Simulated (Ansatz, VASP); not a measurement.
**KBr in VASP and in Ansatz**

Contents of INCAR:

```
ALGO     = Normal         # electronic algorithm
EDIFF    = 1E-7           # SCF threshold, eV
ENCUT    = 520            # plane-wave cutoff, eV
GGA      = PS             # functional
ISIF     = 2              # what is computed and relaxed
ISMEAR   = 0              # smearing method
LASPH    = True           # aspherical terms in the spheres
LCHARG   = False          # write CHGCAR
LREAL    = False          # projectors in reciprocal space
LWAVE    = False          # write WAVECAR
NBANDS   = 15             # bands
NELM     = 100            # most SCF steps
PREC     = Accurate       # precision mode
SIGMA    = 0.05           # smearing width, eV
```

KPOINTS

```
k-points
0
Gamma
  6 6 6
```

The input POSCAR:

```
KBr
1.0
    0.0000000000      3.2748785852      3.2748785852
    3.2748785852      0.0000000000      3.2748785852
    3.2748785852      3.2748785852      0.0000000000
K Br
1 1
Direct
    0.0000000000      0.0000000000      0.0000000000
    0.5000000000      0.5000000000      0.5000000000
```

Input for Ansatz:

```yaml
crystal:
  lattice:
    - [0.0, 3.2748785852, 3.2748785852]
    - [3.2748785852, 0.0, 3.2748785852]
    - [3.2748785852, 3.2748785852, 0.0]
  atoms:
    - { symbol: K, position: [0.0, 0.0, 0.0] }
    - { symbol: Br, position: [0.5, 0.5, 0.5] }
basis:
  ecutwfc: 420
kpoints:
  mp_grid: { grid: [6, 6, 6] }
hamiltonian:
  xc: pbesol
scf:
  occupations: { method: gaussian, width: 0.05 }
output:
  forces: true
  stress: true
  eigenvalues: true
```

Alike in both runs: task single point; functional PBEsol; k mesh 6 × 6 × 6; occupations gaussian, width 0.05 eV; no spin polarisation.

|  | VASP | Ansatz |
| --- | --- | --- |
| version | VASP 6.6.1 | Ansatz 0.2.0 |
| potentials or method | VASP PAW PBE potentials, release 64 (K_sv, Br), cutoff 520 eV | scalar-relativistic, plane waves, PAW |
| valence electrons in the cell | 16 | 16 |

|  | VASP | Ansatz | Ansatz less VASP |
| --- | --- | --- | --- |
| gap on the k mesh at the Fermi level (eV) | 4.34 | 4.34 | +0.003 |
| least direct gap on the mesh (eV) | 4.34 | 4.34 | +0.003 |
| pressure (GPa) | 0.1 | 0.0 | -0.05 |

VASP's potentials were made for PBE, not for PBEsol.
